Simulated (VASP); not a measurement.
The system is TiSbO3.

```
CELL_PARAMETERS angstrom
2.38616 -1.75923 -4.38399
0.00000 2.96457 -4.38399
3.48269 1.75923 4.38399
ATOMIC_POSITIONS crystal
Sb 0.34200 0.34200 0.02600
Sb 0.65800 0.65800 0.97400
Ti 0.15600 0.15600 0.46800
Ti 0.84400 0.84400 0.53200
O 0.54000 0.97000 0.77000
O 0.26000 0.54000 0.77000
O 0.97000 0.26000 0.77000
O 0.46000 0.03000 0.23000
O 0.74000 0.46000 0.23000
O 0.03000 0.74000 0.23000
```

| Quantity | Value |
| --- | --- |
| Program | VASP 6.6.1 |
| Task | relaxation of cell and atoms |
| Functional | PBEsol |
| Potentials or basis | VASP PAW PBE potentials, release 64 (Sb, Ti_sv, O) |
| Cutoff | 600 eV |
| k mesh | 4 × 4 × 4 |
| Occupations | fermi-dirac, width 0.1 eV |
| Spin | no spin polarisation |
| Hubbard terms | Ti d U = 7.39 eV, J = 0.63 eV |

At the start: pressure 25.0 GPa; volume 12.15 Å³/atom.

How do energy, volume and symmetry change on relaxing?

Over 36 steps the energy falls by 708.0 meV/atom and the volume is 13.72 Å³/atom (+12.9 %); space group R-3 (No. 148, to 0.05 Å).

Step by step:
| step | energy change (eV) | largest force (eV/Å) | pressure (GPa) | volume (Å³) |
| --- | --- | --- | --- | --- |
| 1 | 0.0000 | 3.7057 | 25.03 | 121.54 |
| 2 | -1.8743 | 1.1886 | -20.29 | 158.07 |
| 3 | -2.8189 | 1.9484 | -9.10 | 142.51 |
| 4 | -4.2042 | 0.9359 | -4.73 | 135.81 |
| 5 | -4.5609 | 0.4758 | 3.45 | 130.01 |
| 6 | -4.5702 | 0.4104 | 1.78 | 130.94 |
| 7 | -4.5709 | 0.4267 | 2.19 | 130.70 |
| 8 | -4.8069 | 0.4294 | 0.47 | 132.90 |
| 9 | -4.7946 | 2.1676 | -0.06 | 139.31 |
| 10 | -4.9855 | 1.1238 | -0.56 | 135.77 |
| 11 | -5.1480 | 1.2281 | -0.71 | 136.50 |
| 12 | -5.4157 | 1.4539 | -0.84 | 138.27 |
| 13 | -5.6738 | 0.8473 | -1.70 | 137.89 |
| 14 | -5.8722 | 1.0621 | -2.34 | 137.09 |
| 15 | -6.1409 | 1.0421 | 1.40 | 133.71 |
| 16 | -6.2748 | 1.2489 | 9.69 | 127.37 |
| 17 | -6.2933 | 1.1300 | 7.41 | 128.99 |
| 18 | -6.4341 | 0.9677 | 6.37 | 129.22 |
| 19 | -6.6760 | 1.2416 | 3.36 | 129.92 |
| 20 | -6.6870 | 1.3556 | 2.48 | 130.13 |
| 21 | -6.7638 | 1.2175 | 1.47 | 131.09 |
| 22 | -6.9077 | 0.8200 | -1.18 | 134.00 |
| 23 | -6.8682 | 0.5966 | -4.99 | 139.92 |
| 24 | -6.9390 | 0.5252 | -2.97 | 136.46 |
| 25 | -7.0007 | 0.2955 | 0.14 | 135.04 |
| 26 | -7.0036 | 0.2736 | 1.03 | 134.67 |
| 27 | -7.0329 | 0.2086 | 0.74 | 135.25 |
| 28 | -7.0706 | 0.1671 | 0.00 | 136.99 |
| 29 | -7.0767 | 0.0870 | -0.16 | 137.14 |
| 30 | -7.0784 | 0.0772 | -0.28 | 137.26 |
| 31 | -7.0794 | 0.0517 | 0.47 | 136.79 |
| 32 | -7.0795 | 0.0482 | 0.26 | 136.92 |
| 33 | -7.0803 | 0.0328 | 0.03 | 137.17 |
| 34 | -7.0803 | 0.0301 | -0.01 | 137.22 |
| 35 | -7.0804 | 0.0149 | -0.02 | 137.23 |
| 36 | -7.0805 | 0.0092 | -0.04 | 137.25 |

Final structure:
```
CELL_PARAMETERS angstrom
2.27931 -1.68046 -4.18768
0.00000 2.83182 -4.18768
4.53471 2.29065 4.60031
ATOMIC_POSITIONS crystal
Sb 0.37313 0.37313 0.11939
Sb 0.62687 0.62687 0.88061
Ti 0.16559 0.16559 0.49676
Ti 0.83441 0.83441 0.50324
O 0.55707 0.90044 0.67512
O 0.21761 0.55707 0.67512
O 0.90044 0.21761 0.67512
O 0.44293 0.09956 0.32488
O 0.78239 0.44293 0.32488
O 0.09956 0.78239 0.32488
```

Caveat: the electronic state changed during the relaxation; the PAW data sets were made with another functional, which shifts forces and pressure a little; U without spin polarisation on a metal has little footing.
